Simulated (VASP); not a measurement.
Runs of VASP 6.6.1 on H. The structure is that of space group Cmmm (No. 65), or close to it. The cells are those of the table. 

```tsv
cell	gap on the mesh (eV)	pressure (GPa)	largest force (eV/Å)
a = 3.350, b = 3.350, c = 6.314 Å, angles 90.0, 90.0, 117.8°, 4 atoms	7.52	-0.9	0.28
a = 3.191, b = 3.191, c = 5.998 Å, angles 90.0, 90.0, 117.8°, 4 atoms	(a)	0.8	0.98
a = 3.031, b = 3.031, c = 5.998 Å, angles 90.0, 90.0, 117.8°, 4 atoms	7.88	3.3	2.56
a = 3.191, b = 3.191, c = 6.629 Å, angles 90.0, 90.0, 117.8°, 4 atoms	7.98	0.7	0.98
a = 3.191, b = 3.191, c = 6.472 Å, angles 90.0, 90.0, 117.8°, 4 atoms	7.89	0.7	0.98
a = 3.111, b = 3.111, c = 6.629 Å, angles 90.0, 90.0, 117.8°, 4 atoms	8.12	1.7	1.72
a = 3.350, b = 3.350, c = 6.629 Å, angles 90.0, 90.0, 117.8°, 4 atoms	(d)	-0.9	0.28
a = 3.111, b = 3.111, c = 6.156 Å, angles 90.0, 90.0, 117.8°, 4 atoms	7.84	1.9	1.72
a = 3.270, b = 3.270, c = 6.629 Å, angles 90.0, 90.0, 117.8°, 4 atoms	7.84	-0.2	0.32
a = 3.111, b = 3.111, c = 6.472 Å, angles 90.0, 90.0, 117.8°, 4 atoms	8.04	(b)	1.72
a = 3.270, b = 3.270, c = 5.998 Å, angles 90.0, 90.0, 117.8°, 4 atoms	7.44	-0.1	0.31
a = 3.270, b = 3.270, c = 6.472 Å, angles 90.0, 90.0, 117.8°, 4 atoms	(c)	-0.2	0.32
```

Alike in all rows: task single point; level LDA; potentials or basis VASP PAW LDA potentials, release 64 (H); no spin polarisation; k mesh 8 × 8 × 4; cutoff (eV) 520; smearing gaussian 0.05 eV.

Task: Fill in the values left out.

Result: (a) 7.58; (b) 1.8; (c) 7.75; (d) 7.70.

Caveats: forces of over 1 eV/Å act on the atoms, so gaps and moduli don't describe the material at rest (some runs).

A k mesh can miss the band edges.
